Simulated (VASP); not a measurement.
A run of VASP 6.6.1:

Contents of INCAR:

```
SYSTEM = SiO
PREC = Accurate
ENCUT = 600
EDIFF = 1E-6
ISMEAR = 0
SIGMA = 0.1
LREAL = .FALSE.
LASPH = .TRUE.
NELM = 80
ALGO = Normal
ISIF = 3
LWAVE = .FALSE.
LCHARG = .FALSE.
GGA = PE
IBRION = 2
NSW = 90
EDIFFG = -0.04
```

KPOINTS

```
regular mesh
0
G
  6 6 6
  0 0 0
```

The input POSCAR:

```
SiO
1.0
    2.8402371000      0.0000000000      0.0000000000
    0.0000000000      2.8402371000      0.0000000000
    0.0000000000      0.0000000000      3.1528213100
Si O
1 1
Direct
    0.0000000000      0.0000000000      0.0000000000
    0.5000000000      0.5000000000      0.5000000000
```

Potentials or basis: VASP PAW PBE potentials, release 64 (Si, O).

Launch:

```bash
$ cat potpaw_PBE.64/Si/POTCAR potpaw_PBE.64/O/POTCAR > POTCAR
$ mpirun -np 1 vasp_std > vasp.out
```

Hardware: 1 thread of Intel Xeon 8259CL, on a shared host.

How long does it take, and how much memory?

Run time: 46 s on 1 thread of Intel Xeon 8259CL, with other jobs on the host, peak memory 0.15 GiB. Counts: scf iterations 41, k points 40, ion steps 5.
